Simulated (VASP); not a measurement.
**Ba: single point with r2SCAN**

Crystal: Ba.

```xyz
1
Lattice="3.6043 0.0000 0.0000 0.0000 3.6043 0.0000 0.0000 0.0000 3.9177" Properties=species:S:1:pos:R:3 pbc="T T T"
Ba    0.0000    0.0000    0.0000
```

This cell differs from its parent crystal: strain -0.080 along x and y, +0.000 along z.

```json
{"Program": "VASP 6.6.1", "Task": "single point", "Functional": "r2SCAN", "Potentials or basis": "VASP PAW PBE potentials, release 64 (Ba_sv)", "Cutoff": "520 eV", "k mesh": "12 × 12 × 12", "Occupations": "gaussian, width 0.15 eV", "Spin": "no spin polarisation"}
```

```yaml
Pressure: 2.1 GPa
Band_gap_on_the_k_mesh: zero (bands 5 and 6 overlap by 0.45 eV)
```

Stress tensor (GPa, compression positive):
```
 3.28  0.00  0.00
 0.00  3.28  0.00
 0.00  0.00 -0.23
```

Levels at points of the mesh, in eV from the Fermi level:
```tsv
k point	band 2	band 3	band 4	band 5	band 6	band 7	band 8	band 9
(0.00, 0.00, 0.00)	-14.51	-14.21	-14.21	-2.68	-0.01	0.01	5.89	5.89
(0.50, 0.00, 0.00)	-15.69	-14.34	-14.06	-0.18	0.90	1.32	2.38	3.32
(0.50, 0.50, 0.00)	-15.44	-15.44	-14.19	-1.70	1.60	3.23	3.23	4.74
(0.00, 0.00, 0.50)	-15.31	-14.15	-14.15	-0.61	0.50	0.91	3.71	3.71
(0.50, 0.00, 0.50)	-15.56	-15.07	-14.00	-1.49	1.04	3.77	4.31	4.43
(0.50, 0.50, 0.50)	-15.33	-15.33	-14.85	-0.79	-0.04	-0.04	4.17	7.65
```

Run time: 5.6 min on 1 thread of Intel Xeon 8259CL (shared host), peak memory 0.25 GiB.

Caveat: the cell differs from its parent crystal (strain -0.080 along x and y, +0.000 along z); the PAW data sets were made with another functional, which shifts forces and pressure a little; spin-orbit coupling is left out, which moves the levels of the heavy elements.
